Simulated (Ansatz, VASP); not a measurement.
## One calculation of ZrTi2Si2, two programs

```
Zr Ti Si
1.0
     4.82914    0.00000    0.00000
    -2.41457    4.18215    0.00000
     0.00000    0.00000    7.19316
Zr Ti Si
1 2 2
Cartesian
  0.0000 0.0000 3.5966
  0.0000 2.7881 3.5966
  2.4146 1.3941 3.5966
  0.0000 0.0000 1.1214
  0.0000 0.0000 6.0718
```

Alike in both runs: functional PBE; k mesh 6 × 6 × 4; occupations gaussian, width 0.1 eV; no spin polarisation.

Ansatz relaxed the structure, and its values are those at the end. VASP's run is a single point on that final structure, the one shown.

```csv
,VASP,Ansatz
version,VASP 6.6.1,Ansatz 0.2.0
potentials or method,"VASP PAW PBE potentials, release 64 (Zr_sv, Ti_sv, Si), cutoff 520 eV","scalar-relativistic, plane waves, PAW"
valence electrons in the cell,44,44
```

|  | VASP | Ansatz | Ansatz less VASP |
| --- | --- | --- | --- |
| gap on the k mesh at the Fermi level (eV) | none | none | - |
| pressure (GPa) | 0.0 | 0.0 | +0.04 |
| rms of the force components (eV/Å) | 0.008 | 0.001 | -0.0070 |

A gap of «none» marks a metal or a gap that the smearing closes. With one functional, cell and mesh, what is left measures potentials, basis and numerics.
